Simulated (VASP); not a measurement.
**Os: single point with PBE**

The system is Os.

```xyz
2
Lattice="2.7559 0.0000 0.0000 -1.3780 2.3867 0.0000 0.0000 0.0000 4.3427" Properties=species:S:1:pos:R:3 pbc="T T T"
Os    0.0000    1.5911    1.0857
Os    1.3780    0.7956    3.2570
```

```
Program                : VASP 6.6.1
Task                   : single point
Functional             : PBE
Potentials or basis    : VASP PAW PBE potentials, release 64 (Os)
Cutoff                 : 520 eV
k mesh                 : 5 × 5 × 3
Occupations            : fermi-dirac, width 0.1 eV
Spin                   : no spin polarisation
Dipole correction      : no
Further INCAR settings : ALGO = Normal; EDIFF = 1e-06; NBANDS = 15
```

The pressure is 0.9 GPa and the band gap on the k mesh is zero (band 8 reaches 10.54 eV, above the bottom of band 9 at 7.60 eV).

Stress tensor (GPa, compression positive):
```
-2.48  0.00  0.00
 0.00 -2.48  0.00
 0.00  0.00  7.50
```

Levels at points of the mesh, in eV from the Fermi level:
```
           k point  band 4  band 5  band 6  band 7  band 8  band 9  band 10  band 11  band 12  band 13
(0.00, 0.00, 0.00)   -2.89   -2.63   -2.07   -2.07   -1.49   -1.49     0.12     1.69     1.69     8.92
```

It took 2.9 s on 1 thread of Intel(R) Xeon(R) 6975P-C (Granite Rapids) (shared host), peak memory 0.13 GiB.

Caveat: the k points lie up to 0.53 Å⁻¹ apart; spin-orbit coupling is left out, which moves the levels of the heavy elements.
